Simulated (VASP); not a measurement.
Wanted: the native input for a VASP 6.6.1 run.

| Property | Result |
| --- | --- |
| Task | single point |
| Functional | PBE |
| Potentials or basis | VASP PAW PBE potentials, release 64 (B, N) |
| Cutoff | 520 eV |
| k mesh | 12 × 8 × 12 |
| Occupations | fermi-dirac, width 0.02 eV |
| Spin | no spin polarisation |
| Dipole correction | no |
| Further INCAR settings | ALGO = Normal; EDIFF = 1e-06; NBANDS = 16 |

The structure of BN (zincblende type) lies in POSCAR:

```
BN
1.0
   -1.8123558146      1.8123558146      0.0000000000
    0.0000000000      0.0000000000      3.6247116293
    1.8123558146      1.8123558146      0.0000000000
B N
2 2
Direct
    0.0000000000      0.0000000000      0.0000000000
    0.5000000000      0.5000000000      0.5000000000
    0.0000000000      0.2500000000      0.5000000000
    0.5000000000      0.7500000000      0.0000000000
```

One way to write it, as run:

INCAR

```
SYSTEM = BN
PREC     = Accurate       ! precision mode
ENCUT    = 520            ! plane-wave cutoff, eV
EDIFF    = 1E-6           ! SCF threshold, eV
ISMEAR   = -1             ! smearing method
SIGMA    = 0.02           ! smearing width, eV
LREAL    = .FALSE.        ! projectors in reciprocal space
LASPH    = .TRUE.         ! aspherical terms in the spheres
NELM     = 100            ! most SCF steps
ALGO     = Normal         ! electronic algorithm
ISIF     = 2              ! what is computed and relaxed
LWAVE    = .FALSE.        ! write WAVECAR
LCHARG   = .FALSE.        ! write CHGCAR
GGA      = PE             ! functional
NBANDS   = 16             ! bands
```

KPOINTS

```
Automatic mesh
0
G
  12 8 12
  0 0 0
```

Potentials or basis: VASP PAW PBE potentials, release 64 (B, N).

Command:

```console
$ cat potpaw_PBE.64/B/POTCAR potpaw_PBE.64/N/POTCAR > POTCAR
$ mpirun -np 1 vasp_std > vasp.out
```

It gave:

```yaml
Pressure: 0.2 GPa
Band_gap_on_the_k_mesh: 4.45 eV
```

It took 18 s on 1 thread of Intel(R) Xeon(R) 6975P-C (Granite Rapids), on a shared host, peak memory 0.15 GiB.
